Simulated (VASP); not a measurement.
# SnO2 (Pm) in VASP: a series of runs

Runs on SnO2. Level: LDA. Tasks: single point.

Everything below comes from runs of VASP 6.6.1. Logs are shortened: lines on timing, memory, paths and dates and some standing lists are left out, and cuts for length are marked.

## (1) The cell of the first run

The typed cell holds 6 atoms: a = 4.721 Å, b = 4.724 Å, c = 3.190 Å, α = 90.00°, β = 90.00°, γ = 90.00°.

## (2) Single point, LDA (atom 3 (O) moved by (-0.150, +0.000) A along [1 1 0] and z)

Contents of INCAR:

```
SYSTEM = SnO2
PREC = Accurate ; ENCUT = 520
EDIFF = 1E-7 ; ISMEAR = 0
SIGMA = 0.05 ; LREAL = .False.
LASPH = .True. ; NELM = 80
ALGO = Normal ; ISIF = 2
LWAVE = .False. ; LCHARG = .False.
NBANDS = 35
```

Contents of KPOINTS:

```
regular mesh
0
Gamma
  6 6 8
  0 0 0
```

Contents of POSCAR:

```
SnO2
1.0
    4.7212714761      0.0000000000      0.0000000000
    0.0000000000      4.7242464798      0.0000000000
    0.0000000000      0.0000000000      3.1900193999
Sn O
2 4
Direct
    0.5000000000      0.5000000000      0.5000000000
    0.0000000000      0.0000000000      0.0000000000
    0.2831014065      0.2841207044      0.0000000000
    0.8055669685      0.1934278808      0.5000000000
    0.1944330315      0.8065721192      0.5000000000
    0.6944330315      0.6934278808      0.0000000000
```

Potentials or basis: VASP PAW LDA potentials, release 64 (Sn_d, O).

The run is started by

```
> cat potpaw_LDA.64/Sn_d/POTCAR potpaw_LDA.64/O/POTCAR > POTCAR
> mpirun -np 1 vasp_std > vasp.out
```

OUTCAR:

```text
SYSTEM = SnO2
   PREC = Accurate
   ENCUT = 520
   EDIFF = 1E-7
   ISMEAR = 0
   LREAL = .False.
   LASPH = .True.
   NELM = 80
   ISIF = 2

 ion  position               nearest neighbor table
   1  0.500  0.500  0.500-   4 2.04   5 2.04   6 2.05   6 2.05   3 2.15   3 2.15   2 3.70   2 3.70
                             2 3.70   2 3.70   2 3.70   2 3.70   2 3.70   2 3.70
   2  0.000  0.000  0.000-   3 1.89   6 2.04   5 2.05   4 2.05   4 2.05   5 2.05   1 3.70   1 3.70
                             1 3.70   1 3.70   1 3.70   1 3.70   1 3.70   1 3.70
   3  0.283  0.284  0.000-   2 1.89   1 2.15   1 2.15
   4  0.806  0.193  0.500-   1 2.04   2 2.05   2 2.05
   5  0.194  0.807  0.500-   1 2.04   2 2.05   2 2.05
   6  0.694  0.693  0.000-   2 2.04   1 2.05   1 2.05

  LATTYP: Found a simple orthorhombic cell.
 ALAT       =     3.1900193999
 B/A-ratio  =     1.4800134056
 C/A-ratio  =     1.4809460030

  Lattice vectors:

 A1 = (   0.0000000000,   0.0000000000,   3.1900193999)
 A2 = (   4.7212714761,   0.0000000000,   0.0000000000)
 A3 = (   0.0000000000,   4.7242464798,   0.0000000000)

Analysis of symmetry for initial positions (statically):
=====================================================================
 Subroutine PRICEL returns:
 Original cell was already a primitive cell.

 Routine SETGRP: Setting up the symmetry group for a
 simple orthorhombic supercell.

 Subroutine GETGRP returns: Found  2 space group operations
 (whereof  2 operations were pure point group operations)
 out of a pool of  8 trial point group operations.

The static configuration has the point symmetry C_1h.

Analysis of symmetry for dynamics (positions and initial velocities):
=====================================================================
 Subroutine PRICEL returns:
 Original cell was already a primitive cell.

 Routine SETGRP: Setting up the symmetry group for a
 simple orthorhombic supercell.

 Subroutine GETGRP returns: Found  2 space group operations
 (whereof  2 operations were pure point group operations)
 out of a pool of  8 trial point group operations.

The dynamic configuration has the point symmetry C_1h.

 Subroutine INISYM returns: Found  2 space group operations
 (whereof  2 operations are pure point group operations),
 and found     1 'primitive' translations

----------------------------------------------------------------------------------------

                                     Primitive cell

  volume of cell :      71.1516

  direct lattice vectors                    reciprocal lattice vectors
     4.721271476  0.000000000  0.000000000     0.211807350  0.000000000  0.000000000
     0.000000000  4.724246480  0.000000000     0.000000000  0.211673968  0.000000000
     0.000000000  0.000000000  3.190019400     0.000000000  0.000000000  0.313477717

  length of vectors
     4.721271476  4.724246480  3.190019400     0.211807350  0.211673968  0.313477717

  position of ions in fractional coordinates (direct lattice)
     0.500000000  0.500000000  0.500000000
     0.000000000  0.000000000  0.000000000
     0.283101407  0.284120704  0.000000000
     0.805566969  0.193427881  0.500000000
     0.194433031  0.806572119  0.500000000
     0.694433031  0.693427881  0.000000000

  ion indices of the primitive-cell ions
   primitive index   ion index
                 1           1
                 2           2
                 3           3
                 4           4
                 5           5
                 6           6

----------------------------------------------------------------------------------------

 KPOINTS: regular mesh

Automatic generation of k-mesh.
 Grid dimensions read from file:
 generate k-points for:    6    6    8

 Generating k-lattice:

  Cartesian coordinates                     Fractional coordinates (reciprocal lattice)
     0.035301225  0.000000000  0.000000000     0.166666667  0.000000000  0.000000000
     0.000000000  0.035278995  0.000000000     0.000000000  0.166666667  0.000000000
     0.000000000  0.000000000  0.039184715     0.000000000  0.000000000  0.125000000

  Length of vectors
     0.035301225  0.035278995  0.039184715

  Shift w.r.t. Gamma in fractional coordinates (k-lattice)
     0.000000000  0.000000000  0.000000000

 Subroutine IBZKPT returns following result:
 ===========================================

 Found    100 irreducible k-points:

 Following reciprocal coordinates:
            Coordinates               Weight
  0.000000  0.000000  0.000000      1.000000
  0.166667  0.000000  0.000000      2.000000
  0.333333  0.000000  0.000000      2.000000
  0.500000  0.000000  0.000000      1.000000
  0.000000  0.166667  0.000000      2.000000
  0.166667  0.166667  0.000000      2.000000
[... 16 lines left out ...]
  0.333333  0.000000  0.125000      4.000000
  0.500000  0.000000  0.125000      2.000000
 [... further k-points ...]
   k-points           NKPTS =    100   k-points in BZ     NKDIM =    100   number of bands    NBANDS=     35
   number of dos      NEDOS =    301   number of ions     NIONS =      6
   total plane-waves  NPLWV =  31104
   dimension x,y,z NGX =    36 NGY =   36 NGZ =   24
   dimension x,y,z NGXF=    72 NGYF=   72 NGZF=   48
   ions per type =               2   4
   NGX,Y,Z   is equivalent  to a cutoff of  12.68, 12.67, 12.51 a.u.
   NGXF,Y,Z  is equivalent  to a cutoff of  25.35, 25.34, 25.01 a.u.
 SYSTEM =  SnO2
   PREC   = accura    normal or accurate (medium, high low for compatibility)
   ISTART =      0    job   : 0-new  1-cont  2-samecut
   ICHARG =      2    charge: 1-file 2-atom 10-const
   ISPIN  =      1    spin polarized calculation?
   LNONCOLLINEAR =      F non collinear calculations
   LSORBIT =      F    spin-orbit coupling
   LASPH  =      T    aspherical Exc in radial PAW
   ENCUT  =  520.0 eV  38.22 Ry    6.18 a.u.   8.78  8.78  5.93*2*pi/ulx,y,z
   NELM   =     80;   NELMIN=  2; NELMDL= -5     # of ELM steps
   EDIFF  = 0.1E-06   stopping-criterion for ELM
   LREAL  =      F    real-space projection
   EDIFFG = 0.1E-05   stopping-criterion for IOM
   NSW    =      0    number of steps for IOM
   IBRION =     -1    ionic relax: 0-MD 1-quasi-New 2-CG
   NFREE  =      0    steps in history (QN), initial steepest desc. (CG)
   ISIF   =      2    stress and relaxation
   ISYM   =      2    0-nonsym 1-usesym 2-fastsym
   POTIM  = 0.5000    time-step for ionic-motion
   TEBEG  =    0.0;   TEEND  =   0.0 temperature during run
   PSTRESS=    0.0 pullay stress
   NELECT =      52.0000    total number of electrons
   NUPDOWN=      -1.0000    fix difference up-down
   EMIN   =  10.00;   EMAX   =-10.00  energy-range for DOS
   EFERMI =   0.00;   METHOD = LEGACY
   ISMEAR =     0;   SIGMA  =   0.05  broadening in eV -4-tet -1-fermi 0-gaus
   EFERMI_NEDOS =   21; number of points for ismear=-14 and -15
   IALGO  =     38    algorithm
   IMIX   =      4    mixing-type and parameters
     AMIX     =   0.40;   BMIX     =  1.00
     AMIX_MAG =   1.60;   BMIX_MAG =  1.00
  volume/ion in A,a.u.               =      11.86        80.03
  Fermi-wavevector in a.u.,A,eV,Ry     =   1.474623  2.786633 29.586045  2.174513
  Thomas-Fermi vector in A             =   2.589372
   LORBIT       =      0    0 simple, 1 ext, 2 COOP (PROOUT), +10 PAW based schemes
   GGA     = CA    functional components
   LHFCALC =     F    Hartree Fock is set to
   AEXX    =    0.0000 exact exchange contribution
   IVDW    =     0    specifies the selected vdW correction
   LEPSILON=     F    determine dielectric tensor
   LRPA    =     F    only Hartree local field effects (RPA)
 non-spin polarized calculation
 Gauss-broadening in eV      SIGMA  =   0.05
  energy-cutoff  :      520.00
  volume of cell :       71.15
 maximum number of plane-waves:      1944
 NGX is ok and might be reduce to    36
   NGX = 17   NGY = 17   NGZ = 11

 number of electron      51.9999987 magnetization

 Free energy of the ion-electron system (eV)
  ---------------------------------------------------
  ext. energy  EPLUGINS =         0.00000000
  ---------------------------------------------------
  free energy    TOTEN  =       -41.98680167 eV

  energy without entropy =      -41.98680167  energy(sigma->0) =      -41.98680167

 E-fermi :   6.2017     XC(G=0): -11.8343

 val. band max:        5.9558736928   @ k =   0.0000   0.0000   0.0000
 cond. band min:       7.0140303578   @ k =   0.0000   0.0000   0.0000
 fundamental gap:      1.0581566650
 Fermi energy:         6.2016855541

 k-point     1 :       0.0000    0.0000    0.0000
  band No.  band energies     occupation
      1     -15.1468      2.00000
      2     -14.3320      2.00000
      3     -14.1458      2.00000
      4     -14.1217      2.00000
      5     -13.9867      2.00000
      6     -13.9759      2.00000
[... 27 lines left out ...]
     34      17.9828      0.00000
     35      18.4702      0.00000

 k-point     2 :       0.1667    0.0000    0.0000
  band No.  band energies     occupation
      1     -15.1035      2.00000
      2     -14.3867      2.00000
      3     -14.1479      2.00000
      4     -14.1447      2.00000
      5     -13.9838      2.00000
      6     -13.9711      2.00000
[... 27 lines left out ...]
     34      18.0214      0.00000
     35      18.4078      0.00000

 k-point     3 :       0.3333    0.0000    0.0000
  band No.  band energies     occupation
      1     -14.9775      2.00000
      2     -14.5604      2.00000
      3     -14.1741      2.00000
      4     -14.1425      2.00000
      5     -13.9778      2.00000
      6     -13.9614      2.00000
[... 27 lines left out ...]
     34      18.0730      0.00000
     35      18.3452      0.00000

 k-point     4 :       0.5000    0.0000    0.0000
  band No.  band energies     occupation
      1     -14.7938      2.00000
      2     -14.7737      2.00000
      3     -14.1802      2.00000
      4     -14.1414      2.00000
      5     -13.9747      2.00000
      6     -13.9569      2.00000
[... 27 lines left out ...]
     34      17.9386      0.00000
     35      18.2921      0.00000

 k-point     5 :       0.0000    0.1667    0.0000
  band No.  band energies     occupation
      1     -15.1035      2.00000
      2     -14.3867      2.00000
      3     -14.1479      2.00000
      4     -14.1447      2.00000
      5     -13.9838      2.00000
      6     -13.9711      2.00000
[... 638 lines left out ...]
 k-point    22 :       0.1667    0.0000    0.1250
  band No.  band energies     occupation
      1     -15.0446      2.00000
      2     -14.3975      2.00000
      3     -14.2253      2.00000
      4     -14.1498      2.00000
      5     -14.0194      2.00000
      6     -13.9801      2.00000
[... 27 lines left out ...]
     34      17.8979      0.00000
     35      18.3771      0.00000

 k-point    23 :       0.3333    0.0000    0.1250
  band No.  band energies     occupation
      1     -14.9358      2.00000
      2     -14.5700      2.00000
      3     -14.2324      2.00000
      4     -14.1639      2.00000
      5     -13.9928      2.00000
      6     -13.9736      2.00000
[... 27 lines left out ...]
     34      18.0276      0.00000
     35      18.3241      0.00000

 k-point    24 :       0.5000    0.0000    0.1250
  band No.  band energies     occupation
      1     -14.7866      2.00000
      2     -14.7482      2.00000
      3     -14.2352      2.00000
      4     -14.1668      2.00000
      5     -13.9827      2.00000
      6     -13.9660      2.00000
[... 27 lines left out ...]
     34      18.2589      0.00000
     35      18.3308      0.00000

 [... further k-points ...]

------------------------ aborting loop because EDIFF is reached ----------------------------------------

  FORCE on cell =-STRESS in cart. coord.  units (eV):
  Direction    XX          YY          ZZ          XY          YZ          ZX
  --------------------------------------------------------------------------------------
  -------------------------------------------------------------------------------------
  Total        1.1347332      1.1552985      0.2772789      1.4109800      0.0000000      0.0000000
  in kB       25.5516823     26.0147664      6.2437078     31.7721501      0.0000000      0.0000000
  external PRESSURE =      19.2700522 kB  Pullay stress =       0.0000000 kB

 VOLUME and BASIS-vectors are now :
 -----------------------------------------------------------------------------
  energy-cutoff  :      520.00
  volume of cell :       71.15
      direct lattice vectors                 reciprocal lattice vectors
     4.721271476  0.000000000  0.000000000     0.211807350  0.000000000  0.000000000
     0.000000000  4.724246480  0.000000000     0.000000000  0.211673968  0.000000000
     0.000000000  0.000000000  3.190019400     0.000000000  0.000000000  0.313477717

 POSITION                                       TOTAL-FORCE (eV/Angst)
 -----------------------------------------------------------------------------------
      2.36064      2.36212      1.59501        -0.735170     -0.733843      0.000000
      0.00000      0.00000      0.00000        -1.377631     -1.381609      0.000000
      1.33660      1.34226      0.00000         2.938873      2.941502      0.000000
      3.80330      0.91380      1.59501        -0.529036      0.122873      0.000000
      0.91797      3.81045      1.59501         0.122114     -0.533065      0.000000
      3.27861      3.27592      0.00000        -0.419151     -0.415858      0.000000
 -----------------------------------------------------------------------------------
    total drift:                                0.000176      0.000074      0.000001

  FREE ENERGIE OF THE ION-ELECTRON SYSTEM (eV)
  ---------------------------------------------------
  free  energy   TOTEN  =       -41.9868016683 eV

  energy  without entropy=      -41.9868016683  energy(sigma->0) =      -41.98680167
```

Run time: 4.7 min. Hardware: 1 thread of Intel Xeon 8259CL, shared host; peak memory 0.29 GiB.

What came out:

```
Free energy            : -41.9868 eV
Pressure               : 1.9 GPa
Largest force          : 4.158 eV/Å
Band gap on the k mesh : 1.06 eV
```

Forces on the atoms (eV/Å):
```
Sn  -0.735 -0.734  0.000
Sn  -1.378 -1.382  0.000
O    2.939  2.942  0.000
O   -0.529  0.123  0.000
O    0.122 -0.533  0.000
O   -0.419 -0.416  0.000
```

Levels at points of the mesh, in eV from the valence-band top:
```tsv
k point	band 22	band 23	band 24	band 25	band 26	band 27	band 28	band 29	band 30	band 31
(0.00, 0.00, 0.00)	-1.31	-1.25	-0.87	-0.83	0.00	1.06	5.96	6.02	6.17	9.89
(0.50, 0.00, 0.00)	-2.14	-1.29	-1.20	-0.75	-0.53	4.05	4.58	6.83	6.99	10.43
(0.00, 0.50, 0.00)	-2.15	-1.29	-1.19	-0.75	-0.53	4.05	4.59	6.85	7.01	10.42
(0.50, 0.50, 0.00)	-2.21	-1.42	-1.34	-1.04	-0.84	4.44	5.23	7.28	7.46	10.46
(0.00, 0.00, 0.50)	-2.72	-1.82	-1.72	-1.30	-1.25	5.37	6.40	9.00	9.66	10.31
(0.50, 0.00, 0.50)	-1.86	-1.16	-1.12	-0.78	-0.70	5.65	6.64	7.67	8.02	10.38
(0.00, 0.50, 0.50)	-1.85	-1.17	-1.13	-0.77	-0.70	5.65	6.64	7.66	8.01	10.39
(0.50, 0.50, 0.50)	-2.17	-1.06	-0.86	-0.83	-0.83	4.00	4.69	8.62	8.95	10.40
```

Caveat: the cell differs from its parent crystal (atom 3 (O) moved by (-0.150, +0.000) A along [1 1 0] and z); spin-orbit coupling is left out, which moves the levels of the heavy elements; forces of over 1 eV/Å act on the atoms, so gaps and moduli don't describe the material at rest.

(Continued in part 2 of 2.)
